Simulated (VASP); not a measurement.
Runs of VASP 6.6.1 on MgO. The structure is that of space group Pm-3m (No. 221), or close to it. The cells are those of the table. 

```csv
task,level,potentials or basis,cell,k mesh,cutoff (eV),smearing,gap on the mesh (eV),pressure (GPa),relaxed volume (Å³/atom)
single point,PBE,"VASP PAW PBE potentials, release 64 (Mg, O)","a = 2.623 Å, 2 atoms",6 × 6 × 6,520,gaussian 0.01 eV,2.62,5.5,-
single point,r2SCAN,"VASP PAW PBE potentials, release 64 (Mg, O)","a = 2.623 Å, 2 atoms",10 × 10 × 10,520,gaussian 0.01 eV,3.45,-1.2,-
single point,LDA,"VASP PAW LDA potentials, release 64 (Mg, O)","a = 2.623 Å, 2 atoms",10 × 10 × 10,520,gaussian 0.01 eV,2.57,-6.8,-
relaxation of cell and atoms,PBE,"VASP PAW PBE potentials, release 64 (Mg, O)","relaxed from a = 2.451 Å, 2 atoms",10 × 10 × 10,600,fermi-dirac 0.02 eV,2.30,0.0,9.36
relaxation of cell and atoms,LDA,"VASP PAW LDA potentials, release 64 (Mg, O)","relaxed from a = 2.660 Å, 2 atoms",8 × 8 × 8,600,fermi-dirac 0.02 eV,(d),0.0,8.61
single point,PBEsol,"VASP PAW PBE potentials, release 64 (Mg, O)","a = 2.633 Å, 2 atoms",8 × 8 × 8,520,fermi-dirac 0.02 eV,(c),-0.6,-
single point,r2SCAN,"VASP PAW PBE potentials, release 64 (Mg, O)","a = 2.623 Å, 2 atoms",8 × 8 × 8,520,fermi-dirac 0.02 eV,3.45,-1.2,-
single point,PBE,"VASP PAW PBE potentials, release 64 (Mg, O)","a = 2.623 Å, 2 atoms",10 × 10 × 10,520,fermi-dirac 0.02 eV,2.62,5.5,-
single point,LDA,"VASP PAW LDA potentials, release 64 (Mg, O)","a = 2.598 Å, 2 atoms",8 × 8 × 8,520,fermi-dirac 0.02 eV,(a),-2.7,-
single point,PBE,"VASP PAW PBE potentials, release 64 (Mg, O)","a = 2.660 Å, 2 atoms",10 × 10 × 10,520,fermi-dirac 0.02 eV,2.25,-0.7,-
relaxation of cell and atoms,PBEsol,"VASP PAW PBE potentials, release 64 (Mg, O)","relaxed from a = 2.660 Å, 2 atoms",8 × 8 × 8,600,fermi-dirac 0.02 eV,(b),0.0,9.08
```

Alike in all rows: no spin polarisation.

Task: Fill in the values left out.

Result: (a) 2.84; (b) 2.51; (c) 2.47; (d) 3.03.

Caveats: the PAW data sets were made with another functional, which shifts forces and pressure a little (some runs); the volume moved by over 15 % at a fixed basis, so the end points are rough (some runs).

A k mesh can miss the band edges.
